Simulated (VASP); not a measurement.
# Al2BN (R-3m) in VASP: further runs

The runs below take Al2BN through single point, relaxation of cell and atoms, with PBE.

All numbers are computed with VASP 6.6.1; they aren't measurements. Logs are shortened: lines on timing, memory, paths and dates and some standing lists are left out, and cuts for length are marked.

**1. The cell of the first run**

Symmetry: R-3m, No. 166, trigonal system. The conventional cell has a = 4.606 Å, b = 4.606 Å, c = 7.754 Å, α = 90.00°, β = 90.00°, γ = 120.00°. Within 2.4 Å of Al (site symmetry 3m) lie 1 N at 1.84 Å and 1 B at 2.04 Å. B (site symmetry -3m) has 8 Al at 2.04 to 2.71 Å within 2.8 Å. Within 2.4 Å of N (site symmetry -3m) lie 2 Al at 1.84 Å.

The cell was built from a structure type or drawn by symmetry, and may not be a known phase.

**2. Single point, PBE**

File INCAR:

```
SYSTEM = Al2BN
PREC     = Accurate       ! precision mode
ENCUT    = 520            ! plane-wave cutoff, eV
EDIFF    = 1E-7           ! SCF threshold, eV
ISMEAR   = 0              ! smearing method
SIGMA    = 0.1            ! smearing width, eV
LREAL    = .FALSE.        ! projectors in reciprocal space
LASPH    = .TRUE.         ! aspherical terms in the spheres
NELM     = 80             ! most SCF steps
ALGO     = Normal         ! electronic algorithm
ISIF     = 2              ! what is computed and relaxed
LWAVE    = .FALSE.        ! write WAVECAR
LCHARG   = .TRUE.         ! write CHGCAR
GGA      = PE             ! functional
LELF     = .TRUE.         ! ELF
LVHAR    = .TRUE.       
NBANDS   = 15             ! bands
```

File KPOINTS:

```
regular mesh
0
G
  6 6 6
  0 0 0
```

File POSCAR:

```
Al2BN
1.0
    2.3029021072      1.3295811497      2.5845673558
   -2.3029021072      1.3295811497      2.5845673558
    0.0000000000     -2.6591623049      2.5845673530
Al B N
2 1 1
Direct
    0.2627243971      0.2627243971      0.2627243971
    0.7372756029      0.7372756029      0.7372756029
    0.0000000000      0.0000000000      0.0000000000
    0.5000000000      0.5000000000      0.5000000000
```

Potentials or basis: VASP PAW PBE potentials, release 64 (Al, B, N).

Run with:

```sh
cat potpaw_PBE.64/Al/POTCAR potpaw_PBE.64/B/POTCAR potpaw_PBE.64/N/POTCAR > POTCAR
mpirun -np 1 vasp_std > vasp.out
```

OUTCAR:

```text
SYSTEM = Al2BN
   PREC = Accurate
   ENCUT = 520
   EDIFF = 1E-7
   ISMEAR = 0
   LREAL = .FALSE.
   LASPH = .TRUE.
   NELM = 80
   ISIF = 2
   GGA = PE

 ion  position               nearest neighbor table
   1  0.263  0.263  0.263-   4 1.84   3 2.04   3 2.71   3 2.71   3 2.71   2 2.88   2 2.88   2 2.88
                             2 3.05   2 3.05   2 3.05
   2  0.737  0.737  0.737-   4 1.84   3 2.04   3 2.71   3 2.71   3 2.71   1 2.88   1 2.88   1 2.88
                             1 3.05   1 3.05   1 3.05
   3  0.000  0.000  0.000-   1 2.04   2 2.04   2 2.71   2 2.71   1 2.71   1 2.71   2 2.71   1 2.71

   4  0.500  0.500  0.500-   1 1.84   2 1.84

  LATTYP: Found a trigonal (rhomboedric) cell.
 ALAT       =     3.7082519555
 COS(alpha) =     0.2286659895

  Lattice vectors:

 A1 = (   2.3029021072,   1.3295811497,   2.5845673558)
 A2 = (  -2.3029021072,   1.3295811497,   2.5845673558)
 A3 = (   0.0000000000,  -2.6591623049,   2.5845673530)

Analysis of symmetry for initial positions (statically):
=====================================================================
 Subroutine PRICEL returns:
 Original cell was already a primitive cell.

 Routine SETGRP: Setting up the symmetry group for a
 trigonal (rhombohedral) supercell.

 Subroutine GETGRP returns: Found 12 space group operations
 (whereof 12 operations were pure point group operations)
 out of a pool of 12 trial point group operations.

The static configuration has the point symmetry D_3d.

Analysis of symmetry for dynamics (positions and initial velocities):
=====================================================================
 Subroutine PRICEL returns:
 Original cell was already a primitive cell.

 Routine SETGRP: Setting up the symmetry group for a
 trigonal (rhombohedral) supercell.

 Subroutine GETGRP returns: Found 12 space group operations
 (whereof 12 operations were pure point group operations)
 out of a pool of 12 trial point group operations.

The dynamic configuration has the point symmetry D_3d.

 Subroutine INISYM returns: Found 12 space group operations
 (whereof 12 operations are pure point group operations),
 and found     1 'primitive' translations

----------------------------------------------------------------------------------------

                                     Primitive cell

  volume of cell :      47.4820

  direct lattice vectors                    reciprocal lattice vectors
     2.302902107  1.329581150  2.584567356     0.217117349  0.125352760  0.128970651
    -2.302902107  1.329581150  2.584567356    -0.217117349  0.125352760  0.128970651
     0.000000000 -2.659162305  2.584567353     0.000000000 -0.250705520  0.128970650

[... 104 lines left out ...]
   IALGO  =     38    algorithm
   IMIX   =      4    mixing-type and parameters
     AMIX     =   0.40;   BMIX     =  1.00
     AMIX_MAG =   1.60;   BMIX_MAG =  1.00
  volume/ion in A,a.u.               =      11.87        80.11
  Fermi-wavevector in a.u.,A,eV,Ry     =   1.089618  2.059080 16.153761  1.187268
  Thomas-Fermi vector in A             =   2.225825
   LORBIT       =      0    0 simple, 1 ext, 2 COOP (PROOUT), +10 PAW based schemes
   GGA     = PE    functional components
   LHFCALC =     F    Hartree Fock is set to
   AEXX    =    0.0000 exact exchange contribution
   IVDW    =     0    specifies the selected vdW correction
   LEPSILON=     F    determine dielectric tensor
   LRPA    =     F    only Hartree local field effects (RPA)
 non-spin polarized calculation
 Gauss-broadening in eV      SIGMA  =   0.10
  energy-cutoff  :      520.00
  volume of cell :       47.48
 maximum number of plane-waves:      1306
   NGX = 13   NGY = 13   NGZ = 13

 number of electron      14.0000003 magnetization

 Free energy of the ion-electron system (eV)
  ---------------------------------------------------
  ext. energy  EPLUGINS =         0.00000000
  ---------------------------------------------------
  free energy    TOTEN  =       -19.80144501 eV

  energy without entropy =      -19.78881299  energy(sigma->0) =      -19.79512900

 E-fermi :   7.1459     XC(G=0): -10.7125

 val. band max:        7.1164682800   @ k =   0.5000   0.1667   0.0000
 cond. band min:       7.1694802380   @ k =   0.5000   0.5000   0.1667
 fundamental gap:      0.0530119580
 Fermi energy:         7.1459159796

 k-point     1 :       0.0000    0.0000    0.0000
  band No.  band energies     occupation
      1      -8.4715      2.00000
      2      -1.0530      2.00000
      3       2.2457      2.00000
      4       3.6425      2.00000
      5       3.6425      2.00000
      6       6.2168      2.00000
      7       7.4628      0.00001
      8       7.4628      0.00001
      9       8.8718      0.00000
     10       8.8718      0.00000
     11      10.6029      0.00000
     12      14.5042      0.00000
     13      14.5042      0.00000
     14      14.8122      0.00000
[... 401 lines left out ...]
      2      -0.8390      2.00000
      3      -0.1052      2.00000
      4       1.2172      2.00000
      5       2.8592      2.00000
      6       5.3420      2.00000
      7       7.2266      0.25412
      8       7.6443      0.00000
      9       9.4011      0.00000
     10      12.1076      0.00000
     11      12.6196      0.00000
     12      14.4453      0.00000
     13      15.2171      0.00000
     14      17.0346      0.00000
     15      17.3081      0.00000

 [... further k-points ...]

------------------------ aborting loop because EDIFF is reached ----------------------------------------

  FORCE on cell =-STRESS in cart. coord.  units (eV):
  Direction    XX          YY          ZZ          XY          YZ          ZX
  --------------------------------------------------------------------------------------
  -------------------------------------------------------------------------------------
  Total       -0.0114878     -0.0114878     -0.0459897      0.0000000      0.0000000      0.0000000
  in kB       -0.3876290     -0.3876290     -1.5518228      0.0000000      0.0000000      0.0000000
  external PRESSURE =      -0.7756936 kB  Pullay stress =       0.0000000 kB

 VOLUME and BASIS-vectors are now :
 -----------------------------------------------------------------------------
  energy-cutoff  :      520.00
  volume of cell :       47.48
      direct lattice vectors                 reciprocal lattice vectors
     2.302902107  1.329581150  2.584567356     0.217117349  0.125352760  0.128970651
    -2.302902107  1.329581150  2.584567356    -0.217117349  0.125352760  0.128970651
     0.000000000 -2.659162305  2.584567353     0.000000000 -0.250705520  0.128970650

 POSITION                                       TOTAL-FORCE (eV/Angst)
 -----------------------------------------------------------------------------------
      0.00000     -0.00000      2.03709         0.000000     -0.000000      0.017037
      0.00000     -0.00000      5.71662         0.000000      0.000000     -0.017037
      0.00000      0.00000      0.00000         0.000000     -0.000000     -0.000000
      0.00000     -0.00000      3.87685         0.000000      0.000000     -0.000000
 -----------------------------------------------------------------------------------
    total drift:                               -0.000000     -0.000000      0.000000

  FREE ENERGIE OF THE ION-ELECTRON SYSTEM (eV)
  ---------------------------------------------------
  free  energy   TOTEN  =       -19.8014450129 eV

  energy  without entropy=      -19.7888129894  energy(sigma->0) =      -19.79512900
```

OSZICAR:

```text
N       E                     dE             d eps       ncg     rms          rms(c)
DAV:   1     0.234503252748E+02    0.23450E+02   -0.61082E+03   960   0.825E+02
DAV:   2    -0.197796384118E+02   -0.43230E+02   -0.38969E+02  1307   0.138E+02
DAV:   3    -0.222607703371E+02   -0.24811E+01   -0.24663E+01  1205   0.333E+01
DAV:   4    -0.222777652515E+02   -0.16995E-01   -0.16981E-01  1247   0.317E+00
DAV:   5    -0.222779731850E+02   -0.20793E-03   -0.20793E-03  1240   0.352E-01    0.888E+00
DAV:   6    -0.203233430116E+02    0.19546E+01   -0.12756E+01  1163   0.200E+01    0.514E+00
DAV:   7    -0.198488121201E+02    0.47453E+00   -0.22789E+00  1205   0.875E+00    0.215E+00
DAV:   8    -0.198111574563E+02    0.37655E-01   -0.24966E-01  1093   0.310E+00    0.869E-01
DAV:   9    -0.198027290884E+02    0.84284E-02   -0.23066E-02  1255   0.905E-01    0.319E-01
DAV:  10    -0.198014352847E+02    0.12938E-02   -0.47888E-03  1270   0.503E-01    0.657E-02
DAV:  11    -0.198014488394E+02   -0.13555E-04   -0.34363E-04  1198   0.124E-01    0.249E-02
DAV:  12    -0.198014452755E+02    0.35639E-05   -0.37006E-05  1294   0.418E-02    0.135E-02
DAV:  13    -0.198014451781E+02    0.97355E-07   -0.34233E-06  1184   0.131E-02    0.195E-03
DAV:  14    -0.198014450464E+02    0.13167E-06   -0.30713E-07  1001   0.369E-03    0.918E-04
DAV:  15    -0.198014450129E+02    0.33593E-07   -0.28492E-08   697   0.117E-03
   1 F= -.19801445E+02 E0= -.19795129E+02  d E =-.126320E-01
```

stdout:

```text
POSCAR found type information on POSCAR AlB N
 POSCAR found :  3 types and       4 ions
 scaLAPACK will be used
 LDA part: xc-table for (Slater+PW92), standard interpolation
 POSCAR, INCAR and KPOINTS ok, starting setup
 FFT: planning ... GRIDC
 FFT: planning ... GRID_SOFT
 FFT: planning ... GRID
 WAVECAR not read
 entering main loop
```

It took 34 s on 1 thread of Intel Xeon 8259CL, shared host; peak memory 0.16 GiB.

What came out:

```
Free energy            : -19.8014 eV
Pressure               : -0.1 GPa
Largest force          : 0.017 eV/Å
Band gap on the k mesh : zero (bands 7 and 8 overlap by 3.13 eV)
```

Forces on the atoms (eV/Å):
```
Al   0.000  0.000  0.017
Al   0.000  0.000 -0.017
B    0.000  0.000  0.000
N    0.000  0.000  0.000
```

[end of part 1 of 2]
